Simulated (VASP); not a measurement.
# Hf: relaxation of cell and atoms with PBEsol

The system is Hf.

```
CELL_PARAMETERS angstrom
1.77500 1.77500 1.77500
-1.77500 1.77500 1.77500
-1.77500 -1.77500 1.77500
ATOMIC_POSITIONS crystal
Hf 0.00000 0.00000 0.00000
```

| Quantity | Value |
| --- | --- |
| Program | VASP 6.6.1 |
| Task | relaxation of cell and atoms |
| Functional | PBEsol |
| Potentials or basis | VASP PAW PBE potentials, release 64 (Hf_pv) |
| Cutoff | 500 eV |
| k mesh | 10 × 10 × 10 |
| Occupations | methfessel-paxton, width 0.1 eV |
| Spin | no spin polarisation |
| Target pressure | 15 GPa |
| Dipole correction | no |
| Further INCAR settings | ALGO = Normal; EDIFF = 1e-07; IBRION = 2; EDIFFG = -0.02; NSW = 60; ISIF = 3 |

* Relaxed volume: 18.75 Å³/atom
* Relaxed cell: a = 2.899 Å, b = 2.899 Å, c = 2.899 Å, α = 70.53°, β = 109.47°, γ = 70.53°
* Space group after relaxing (to 0.05 Å): Im-3m (No. 229)
* Energy change on relaxing (the enthalpy is what falls): +96.2 meV/atom
* Ionic steps: 5
* Pressure after relaxing: 15.0 GPa
* Band gap on the k mesh: zero (band 5 reaches 7.29 eV, above the bottom of band 6 at 4.76 eV)

Step by step:
```tsv
step	energy change (eV)	largest force (eV/Å)	pressure (GPa)	volume (Å³)
1	0.0000	0.0000	-5.14	22.37
2	1.1888	0.0000	77.61	14.45
3	0.0713	0.0000	13.22	19.04
4	0.0868	0.0000	14.34	18.86
5	0.0962	0.0000	15.02	18.75
```

Final structure:
```
Hf
1.0
     1.67365    1.67365    1.67365
    -1.67365    1.67365    1.67365
    -1.67365   -1.67365    1.67365
Hf
1
Cartesian
  0.0000 0.0000 0.0000
```

Levels at points of the mesh, in eV from the Fermi level:
| k point | band 2 | band 3 | band 4 | band 5 | band 6 | band 7 | band 8 | band 9 |
| --- | --- | --- | --- | --- | --- | --- | --- | --- |
| (0.00, 0.00, 0.00) | -29.18 | -29.18 | -7.68 | 1.53 | 1.53 | 1.53 | 4.86 | 4.86 |
| (0.50, 0.00, 0.00) | -29.63 | -29.19 | -4.08 | -0.97 | 1.84 | 4.81 | 6.01 | 9.23 |
| (0.50, 0.50, 0.50) | -30.17 | -30.17 | -3.53 | -3.53 | 8.12 | 8.12 | 8.12 | 8.71 |

Wall time 42 s on 1 thread of Intel Xeon 8259CL, with other jobs on the host, peak memory 0.15 GiB.

Caveat: the cell is relaxed towards a set pressure, so the enthalpy falls and the energy may rise; the volume moved by over 15 % at a fixed basis, so the end points are rough; the PAW data sets were made with another functional, which shifts forces and pressure a little; spin-orbit coupling is left out, which moves the levels of the heavy elements.
